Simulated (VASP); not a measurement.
Here is a VASP 6.6.1 calculation.

The input INCAR:

```
SYSTEM = Ag
PREC = Accurate
ENCUT = 600
EDIFF = 1E-6
ISMEAR = -1
SIGMA = 0.08
LREAL = .FALSE.
LASPH = .TRUE.
NELM = 100
ALGO = Normal
ISIF = 3
LWAVE = .FALSE.
LCHARG = .FALSE.
GGA = PE
IBRION = 2
NSW = 32
EDIFFG = -0.005
PSTRESS = 1000.0
```

KPOINTS

```
Automatic mesh
0
G
  18 18 18
  0 0 0
```

POSCAR

```
Ag
1.0
    0.0000000000      1.8294980257      1.8294980257
    1.8294980257      0.0000000000      1.8294980257
    1.8294980257      1.8294980257      0.0000000000
Ag
1
Direct
    0.0000000000      0.0000000000      0.0000000000
```

Potentials or basis: VASP PAW PBE potentials, release 64 (Ag).

Run with:

```console
$ cat potpaw_PBE.64/Ag/POTCAR > POTCAR
$ mpirun -np 1 vasp_std > vasp.out
```

Problem. Estimate the space group after relaxing (to 0.05 Å).

Solution. Fm-3m (No. 225).

Problem. Predict the relaxed volume.

Solution. 12.23 Å³/atom.

Problem. What does it give for the relaxed cell?

Solution. a = 2.586 Å, b = 2.586 Å, c = 2.586 Å, α = 60.00°, β = 60.00°, γ = 60.00°.

Step by step:
| step | energy change (eV) | largest force (eV/Å) | pressure (GPa) | volume (Å³) |
| --- | --- | --- | --- | --- |
| 1 | 0.0000 | 0.0000 | 99.08 | 12.25 |
| 2 | 0.0791 | 0.0000 | 104.63 | 12.12 |
| 3 | 0.0127 | 0.0000 | 100.04 | 12.23 |

Caveat: the cell is relaxed towards a set pressure, so the enthalpy falls and the energy may rise.
